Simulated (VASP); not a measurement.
# GaP (F-43m) in VASP: notebook

GaP is run at these levels: r2SCAN; tasks: single point.

All numbers are computed with VASP 6.6.1; they aren't measurements. Logs are shortened: lines on timing, memory, paths and dates and some standing lists are left out, and cuts for length are marked.

**1. The cell of the first run**

It takes space group F-43m (No. 216, cubic). The conventional cell has a = 5.233 Å, b = 5.233 Å, c = 5.233 Å, α = 90.00°, β = 90.00°, γ = 90.00°. Within 3.0 Å of Ga (site symmetry -43m) lie 4 P at 2.27 Å. P (site symmetry -43m) has 4 Ga at 2.27 Å within 3.0 Å.

**2. Single point, r2SCAN, non-collinear spin, zero start, spin-orbit coupling (strain -4.0%)**

POSCAR

```
GaP
1.0
    0.0000000000      2.6163833159      2.6163833159
    2.6163833159      0.0000000000      2.6163833159
    2.6163833159      2.6163833159      0.0000000000
Ga P
1 1
Direct
    0.0000000000      0.0000000000      0.0000000000
    0.2500000000      0.2500000000      0.2500000000
```

INCAR.step1

```
ALGO     = Normal         # electronic algorithm
EDIFF    = 1E-4           # SCF threshold, eV
ENCUT    = 520            # plane-wave cutoff, eV
GGA      = PE             # functional
GGA_COMPAT= False        
ISMEAR   = 0              # smearing method
LASPH    = True           # aspherical terms in the spheres
LCHARG   = False          # write CHGCAR
LNONCOLLINEAR= True           # non-collinear magnetism
LREAL    = False          # projectors in reciprocal space
LSORBIT  = True           # spin-orbit coupling
LWAVE    = True           # write WAVECAR
MAGMOM   = 0 0 0 0 0 0    # initial moments
NBANDS   = 30             # bands
NELM     = 150            # most SCF steps
PREC     = Accurate       # precision mode
SIGMA    = 0.01           # smearing width, eV
```

INCAR.step2

```
ALGO     = Normal         # electronic algorithm
EDIFF    = 1E-7           # SCF threshold, eV
ENCUT    = 520            # plane-wave cutoff, eV
GGA_COMPAT= False        
ISIF     = 2              # what is computed and relaxed
ISMEAR   = 0              # smearing method
ISTART   = 1            
LASPH    = True           # aspherical terms in the spheres
LCHARG   = False          # write CHGCAR
LMIXTAU  = True         
LNONCOLLINEAR= True           # non-collinear magnetism
LORBIT   = 11             # projections on sites
LORBMOM  = True         
LREAL    = False          # projectors in reciprocal space
LSORBIT  = True           # spin-orbit coupling
LWAVE    = False          # write WAVECAR
MAGMOM   = 0 0 0 0 0 0    # initial moments
METAGGA  = R2SCAN         # meta-GGA
NBANDS   = 30             # bands
NELM     = 150            # most SCF steps
PREC     = Accurate       # precision mode
SIGMA    = 0.01           # smearing width, eV
```

KPOINTS

```
k-points
0
Gamma
  8 8 8
```

Potentials or basis: VASP PAW PBE potentials, release 64 (Ga_d, P).

Run with:

```bash
$ cat potpaw_PBE.64/Ga_d/POTCAR potpaw_PBE.64/P/POTCAR > POTCAR
$ cp INCAR.step1 INCAR
$ mpirun -np 1 vasp_ncl > vasp.out
$ cp INCAR.step2 INCAR
$ mpirun -np 1 vasp_ncl > vasp.out
```

OUTCAR:

```text
EDIFF = 1E-7
   ENCUT = 520
   ISIF = 2
   ISMEAR = 0
   ISTART = 1
   LASPH = True
   LNONCOLLINEAR = True
   LORBIT = 11
   LREAL = False
   LSORBIT = True
   METAGGA = R2SCAN
   NELM = 150
   PREC = Accurate

 ion  position               nearest neighbor table
   1  0.000  0.000  0.000-   2 2.27   2 2.27   2 2.27   2 2.27
   2  0.250  0.250  0.250-   1 2.27   1 2.27   1 2.27   1 2.27

  LATTYP: Found a face centered cubic cell.
 ALAT       =     5.2327666318

  Lattice vectors:

 A1 = (   0.0000000000,   2.6163833159,   2.6163833159)
 A2 = (   2.6163833159,   0.0000000000,   2.6163833159)
 A3 = (   2.6163833159,   2.6163833159,   0.0000000000)

Analysis of symmetry for initial positions (statically):
=====================================================================
 Subroutine PRICEL returns:
 Original cell was already a primitive cell.

 Routine SETGRP: Setting up the symmetry group for a
 face centered cubic supercell.

 Subroutine GETGRP returns: Found 24 space group operations
 (whereof 24 operations were pure point group operations)
 out of a pool of 48 trial point group operations.

The static configuration has the point symmetry T_d .

Analysis of symmetry for dynamics (positions and initial velocities):
=====================================================================
 Subroutine PRICEL returns:
 Original cell was already a primitive cell.

 Routine SETGRP: Setting up the symmetry group for a
 face centered cubic supercell.

 Subroutine GETGRP returns: Found 24 space group operations
 (whereof 24 operations were pure point group operations)
 out of a pool of 48 trial point group operations.

The dynamic configuration has the point symmetry T_d .

Analysis of structural, dynamic, and magnetic symmetry:
=====================================================================
 Subroutine PRICEL returns:
 Original cell was already a primitive cell.

 Routine SETGRP: Setting up the symmetry group for a
 face centered cubic supercell.

 Subroutine GETGRP returns: Found 24 space group operations
 (whereof 24 operations were pure point group operations)
 out of a pool of 48 trial point group operations.

The overall configuration has the point symmetry T_d .

 Subroutine INISYM returns: Found 24 space group operations
 (whereof 24 operations are pure point group operations),
 and found     1 'primitive' translations

----------------------------------------------------------------------------------------

                                     Primitive cell

  volume of cell :      35.8207

  direct lattice vectors                    reciprocal lattice vectors
     0.000000000  2.616383316  2.616383316    -0.191103497  0.191103497  0.191103497
     2.616383316  0.000000000  2.616383316     0.191103497 -0.191103497  0.191103497
     2.616383316  2.616383316  0.000000000     0.191103497  0.191103497 -0.191103497

  length of vectors
     3.700124770  3.700124770  3.700124770     0.331000966  0.331000966  0.331000966

  position of ions in fractional coordinates (direct lattice)
     0.000000000  0.000000000  0.000000000
     0.250000000  0.250000000  0.250000000

  ion indices of the primitive-cell ions
   primitive index   ion index
                 1           1
                 2           2

----------------------------------------------------------------------------------------

 KPOINTS: k-points

Automatic generation of k-mesh.
 Grid dimensions read from file:
 generate k-points for:    8    8    8

 Generating k-lattice:

  Cartesian coordinates                     Fractional coordinates (reciprocal lattice)
    -0.023887937  0.023887937  0.023887937     0.125000000  0.000000000  0.000000000
     0.023887937 -0.023887937  0.023887937     0.000000000  0.125000000  0.000000000
     0.023887937  0.023887937 -0.023887937     0.000000000  0.000000000  0.125000000

  Length of vectors
     0.041375121  0.041375121  0.041375121

[... 95 lines left out ...]

 Free energy of the ion-electron system (eV)
  ---------------------------------------------------
  ext. energy  EPLUGINS =         0.00000000
  ---------------------------------------------------
  free energy    TOTEN  =       -21.28580365 eV

  energy without entropy =      -21.28580365  energy(sigma->0) =      -21.28580365

 E-fermi :   5.9126     XC(G=0): -11.1609

 val. band max:        5.8388811970   @ k =   0.0000   0.0000   0.0000
 cond. band min:       7.4414155510   @ k =   0.5000   0.5000   0.0000
 fundamental gap:      1.6025343540
 Fermi energy:         5.9126439923

 k-point     1 :       0.0000    0.0000    0.0000
  band No.  band energies     occupation
      1      -9.6703      1.00000
      2      -9.6703      1.00000
      3      -9.6703      1.00000
      4      -9.6703      1.00000
      5      -9.2696      1.00000
      6      -9.2696      1.00000
[... 781 lines left out ...]
     29      18.6374      0.00000
     30      18.6433      0.00000

 [... further k-points ...]

------------------------ aborting loop because EDIFF is reached ----------------------------------------

  FORCE on cell =-STRESS in cart. coord.  units (eV):
  Direction    XX          YY          ZZ          XY          YZ          ZX
  --------------------------------------------------------------------------------------
  -------------------------------------------------------------------------------------
  Total        3.1364875      3.1364875      3.1364875      0.0000000      0.0000000     -0.0000000
  in kB      140.2878399    140.2878399    140.2878399      0.0000000      0.0000000     -0.0000000
  external PRESSURE =     140.2878399 kB  Pullay stress =       0.0000000 kB

 VOLUME and BASIS-vectors are now :
 -----------------------------------------------------------------------------
  energy-cutoff  :      520.00
  volume of cell :       35.82
      direct lattice vectors                 reciprocal lattice vectors
     0.000000000  2.616383316  2.616383316    -0.191103497  0.191103497  0.191103497
     2.616383316  0.000000000  2.616383316     0.191103497 -0.191103497  0.191103497
     2.616383316  2.616383316  0.000000000     0.191103497  0.191103497 -0.191103497

 POSITION                                       TOTAL-FORCE (eV/Angst)
 -----------------------------------------------------------------------------------
      0.00000      0.00000      0.00000        -0.000000     -0.000000     -0.000000
      1.30819      1.30819      1.30819         0.000000      0.000000      0.000000
 -----------------------------------------------------------------------------------
    total drift:                               -0.000002     -0.000002     -0.000002

  FREE ENERGIE OF THE ION-ELECTRON SYSTEM (eV)
  ---------------------------------------------------
  free  energy   TOTEN  =       -21.2858036497 eV

  energy  without entropy=      -21.2858036497  energy(sigma->0) =      -21.28580365

 orbital moment (x)

 # of ion     p       d       tot
 ----------------------------------------
  1        -0.000  -0.000  -0.000
  2        -0.000   0.000  -0.000
 ----------------------------------------
           -0.000  -0.000  -0.000

 orbital moment (y)

 # of ion     p       d       tot
 ----------------------------------------
  1         0.000   0.000   0.000
  2         0.000   0.000   0.000
 ----------------------------------------
            0.000   0.000   0.000

 orbital moment (z)

 # of ion     p       d       tot
 ----------------------------------------
  1         0.000   0.000   0.000
  2         0.000   0.000   0.000
 ----------------------------------------
            0.000   0.000   0.000

 Spin-Orbit-Coupling matrix elements

 Ion:    1  E_soc:     -0.0120958
 l=   1
     0.0000000    -0.0011687    -0.0011687
    -0.0011687     0.0000000    -0.0011687
    -0.0011687    -0.0011687     0.0000000
 l=   2
     0.0000000    -0.0001736     0.0000000    -0.0001736    -0.0006736
    -0.0001736     0.0000000    -0.0005052    -0.0001736    -0.0001684
     0.0000000    -0.0005052     0.0000000    -0.0005052     0.0000000
    -0.0001736    -0.0001736    -0.0005052     0.0000000    -0.0001684
    -0.0006736    -0.0001684     0.0000000    -0.0001684     0.0000000
 l=   3
     0.0000000     0.0000000     0.0000000     0.0000000     0.0000000     0.0000000     0.0000000
     0.0000000     0.0000000     0.0000000     0.0000000     0.0000000     0.0000000     0.0000000
     0.0000000     0.0000000     0.0000000     0.0000000     0.0000000     0.0000000     0.0000000
     0.0000000     0.0000000     0.0000000     0.0000000     0.0000000     0.0000000     0.0000000
     0.0000000     0.0000000     0.0000000     0.0000000     0.0000000     0.0000000     0.0000000
     0.0000000     0.0000000     0.0000000     0.0000000     0.0000000     0.0000000     0.0000000
     0.0000000     0.0000000     0.0000000     0.0000000     0.0000000     0.0000000     0.0000000

 Ion:    2  E_soc:     -0.0008253
 l=   1
     0.0000000    -0.0001375    -0.0001375
    -0.0001375     0.0000000    -0.0001375
    -0.0001375    -0.0001375     0.0000000
 l=   2
     0.0000000     0.0000000     0.0000000     0.0000000     0.0000000
     0.0000000     0.0000000     0.0000000     0.0000000     0.0000000
     0.0000000     0.0000000     0.0000000     0.0000000     0.0000000
     0.0000000     0.0000000     0.0000000     0.0000000     0.0000000
     0.0000000     0.0000000     0.0000000     0.0000000     0.0000000
 l=   3
     0.0000000     0.0000000     0.0000000     0.0000000     0.0000000     0.0000000     0.0000000
     0.0000000     0.0000000     0.0000000     0.0000000     0.0000000     0.0000000     0.0000000
     0.0000000     0.0000000     0.0000000     0.0000000     0.0000000     0.0000000     0.0000000
     0.0000000     0.0000000     0.0000000     0.0000000     0.0000000     0.0000000     0.0000000
     0.0000000     0.0000000     0.0000000     0.0000000     0.0000000     0.0000000     0.0000000
     0.0000000     0.0000000     0.0000000     0.0000000     0.0000000     0.0000000     0.0000000
     0.0000000     0.0000000     0.0000000     0.0000000     0.0000000     0.0000000     0.0000000

 total charge

# of ion       s       p       d       tot
------------------------------------------
    1        0.851   0.993  10.048  11.892
    2        1.006   1.625   0.000   2.631
--------------------------------------------------
tot          1.857   2.618  10.048  14.523

 magnetization (x)

# of ion       s       p       d       tot
------------------------------------------
    1        0.000  -0.000   0.000  -0.000
    2        0.000  -0.000   0.000  -0.000
--------------------------------------------------
tot          0.000  -0.000   0.000  -0.000

 magnetization (y)

# of ion       s       p       d       tot
------------------------------------------
    1        0.000   0.000   0.000   0.000
    2        0.000   0.000   0.000   0.000
--------------------------------------------------
tot          0.000   0.000   0.000   0.000

 magnetization (z)

# of ion       s       p       d       tot
------------------------------------------
    1       -0.000   0.000   0.000   0.000
    2        0.000  -0.000   0.000  -0.000
--------------------------------------------------
tot          0.000  -0.000   0.000  -0.000
```

Run time: 18 min. Hardware: 1 thread of Intel Xeon 8259CL, shared host; peak memory 0.32 GiB.

Results:

```yaml
Free_energy: -21.2858 eV
Pressure: 14.0 GPa
Net_moment: 0.00 μB per cell
Valence_electrons_inside_the_program's_atomic_spheres: Ga 11.89; P 2.63
```

Moments on the atoms (μB; x, y, z):
```
Ga  0.00 0.00 0.00
P   0.00 0.00 0.00
```

Caveat: the cell differs from its parent crystal (strain -4.0%); the cell stands under pressure; the PAW data sets were made with another functional, which shifts forces and pressure a little.

**3. Single point, r2SCAN, non-collinear spin, zero start, spin-orbit coupling (strain -3.0%)**

POSCAR

```
GaP
1.0
    0.0000000000      2.6436373088      2.6436373088
    2.6436373088      0.0000000000      2.6436373088
    2.6436373088      2.6436373088      0.0000000000
Ga P
1 1
Direct
    0.0000000000      0.0000000000      0.0000000000
    0.2500000000      0.2500000000      0.2500000000
```

INCAR.step1

```
SYSTEM = GaP
PREC = Accurate
ENCUT = 520
ISMEAR = 0
SIGMA = 0.01
LREAL = .FALSE.
LASPH = .TRUE.
NELM = 150
MAGMOM = 0 0 0 0 0 0
LSORBIT = .TRUE.
GGA_COMPAT = .FALSE.
NBANDS = 30
GGA = PE
ALGO = Normal
EDIFF = 1E-4
LWAVE = .TRUE.
LCHARG = .FALSE.
```

INCAR.step2

```
SYSTEM = GaP
PREC = Accurate
ENCUT = 520
EDIFF = 1E-7
ISMEAR = 0
SIGMA = 0.01
LREAL = .FALSE.
LASPH = .TRUE.
NELM = 150
ALGO = Normal
ISIF = 2
LWAVE = .FALSE.
LCHARG = .FALSE.
MAGMOM = 0 0 0 0 0 0
LORBIT = 11
LSORBIT = .TRUE.
GGA_COMPAT = .FALSE.
LORBMOM = .TRUE.
METAGGA = R2SCAN
LMIXTAU = .TRUE.
NBANDS = 30
ISTART = 1
```

KPOINTS

```
regular mesh
0
G
  8 8 8
  0 0 0
```

Potentials or basis: VASP PAW PBE potentials, release 64 (Ga_d, P).

Run with:

```bash
$ cat potpaw_PBE.64/Ga_d/POTCAR potpaw_PBE.64/P/POTCAR > POTCAR
$ cp INCAR.step1 INCAR
$ mpirun -np 1 vasp_ncl > vasp.out
$ cp INCAR.step2 INCAR
$ mpirun -np 1 vasp_ncl > vasp.out
```

Wall time 19 min (1 thread of Intel Xeon 8259CL, shared host); peak memory 0.32 GiB.

The run converged. Its results:

| Quantity | Value |
| --- | --- |
| Free energy | -21.3695 eV |
| Pressure | 9.8 GPa |
| Net moment | 0.00 μB per cell |
| Valence electrons inside the program's atomic spheres | Ga 11.84; P 2.61 |

Moments on the atoms (μB; x, y, z):
```
Ga  0.00 0.00 0.00
P   0.00 0.00 0.00
```

Caveat: the cell differs from its parent crystal (strain -3.0%); the cell stands under pressure; the PAW data sets were made with another functional, which shifts forces and pressure a little.

**4. Single point, r2SCAN, non-collinear spin, zero start, spin-orbit coupling (strain -2.0%)**

POSCAR

```
GaP
1.0
    0.0000000000      2.6708913017      2.6708913017
    2.6708913017      0.0000000000      2.6708913017
    2.6708913017      2.6708913017      0.0000000000
Ga P
1 1
Direct
    0.0000000000      0.0000000000      0.0000000000
    0.2500000000      0.2500000000      0.2500000000
```

INCAR.step1

```
SYSTEM = GaP
ALGO     = Normal         ! electronic algorithm
EDIFF    = 1E-4           ! SCF threshold, eV
ENCUT    = 520            ! plane-wave cutoff, eV
GGA      = PE             ! functional
GGA_COMPAT= .FALSE.      
ISMEAR   = 0              ! smearing method
LASPH    = .TRUE.         ! aspherical terms in the spheres
LCHARG   = .FALSE.        ! write CHGCAR
LNONCOLLINEAR= .TRUE.         ! non-collinear magnetism
LREAL    = .FALSE.        ! projectors in reciprocal space
LSORBIT  = .TRUE.         ! spin-orbit coupling
LWAVE    = .TRUE.         ! write WAVECAR
MAGMOM   = 0 0 0 0 0 0    ! initial moments
NBANDS   = 30             ! bands
NELM     = 150            ! most SCF steps
PREC     = Accurate       ! precision mode
SIGMA    = 0.01           ! smearing width, eV
```

INCAR.step2

```
SYSTEM = GaP
ALGO     = Normal         ! electronic algorithm
EDIFF    = 1E-6           ! SCF threshold, eV
ENCUT    = 520            ! plane-wave cutoff, eV
GGA_COMPAT= .FALSE.      
ISIF     = 2              ! what is computed and relaxed
ISMEAR   = 0              ! smearing method
ISTART   = 1            
LASPH    = .TRUE.         ! aspherical terms in the spheres
LCHARG   = .FALSE.        ! write CHGCAR
LMIXTAU  = .TRUE.       
LNONCOLLINEAR= .TRUE.         ! non-collinear magnetism
LORBIT   = 11             ! projections on sites
LORBMOM  = .TRUE.       
LREAL    = .FALSE.        ! projectors in reciprocal space
LSORBIT  = .TRUE.         ! spin-orbit coupling
LWAVE    = .FALSE.        ! write WAVECAR
MAGMOM   = 0 0 0 0 0 0    ! initial moments
METAGGA  = R2SCAN         ! meta-GGA
NBANDS   = 30             ! bands
NELM     = 150            ! most SCF steps
PREC     = Accurate       ! precision mode
SIGMA    = 0.01           ! smearing width, eV
```

KPOINTS

```
k-points
0
G
  8 8 8
  0 0 0
```

Run with:

```bash
$ cat potpaw_PBE.64/Ga_d/POTCAR potpaw_PBE.64/P/POTCAR > POTCAR
$ cp INCAR.step1 INCAR
$ mpirun -np 1 vasp_ncl > vasp.out
$ cp INCAR.step2 INCAR
$ mpirun -np 1 vasp_ncl > vasp.out
```

Run time: 17 min. Hardware: 1 thread of Intel Xeon 8259CL, shared host; peak memory 0.32 GiB.

Results (log left out):

- Free energy: -21.4262 eV
- Pressure: 6.0 GPa
- Net moment: 0.00 μB per cell
- Valence electrons inside the program's atomic spheres: Ga 11.79; P 2.59

Moments on the atoms (μB; x, y, z):
```
Ga  0.00 0.00 0.00
P   0.00 0.00 0.00
```

Caveat: the cell differs from its parent crystal (strain -2.0%); the cell stands under pressure; the PAW data sets were made with another functional, which shifts forces and pressure a little.

**5. Overview**

| cell | pressure (GPa) | moment (μB) |
| --- | --- | --- |
| a = 3.700 Å, angles 60.0°, 2 atoms | 14.0 | 0.00 |
| a = 3.739 Å, angles 60.0°, 2 atoms | 9.8 | 0.00 |
| a = 3.777 Å, angles 60.0°, 2 atoms | 6.0 | 0.00 |

Alike in all rows: task single point; level r2SCAN; potentials or basis VASP PAW PBE potentials, release 64 (Ga_d, P); spin non-collinear, zero start, SOC; k mesh 8 × 8 × 8; cutoff (eV) 520; smearing gaussian 0.01 eV.

Caveats: the cell stands under pressure; the PAW data sets were made with another functional, which shifts forces and pressure a little.

Total energies depend on the potentials used, so only differences within one code and one set of settings carry meaning.
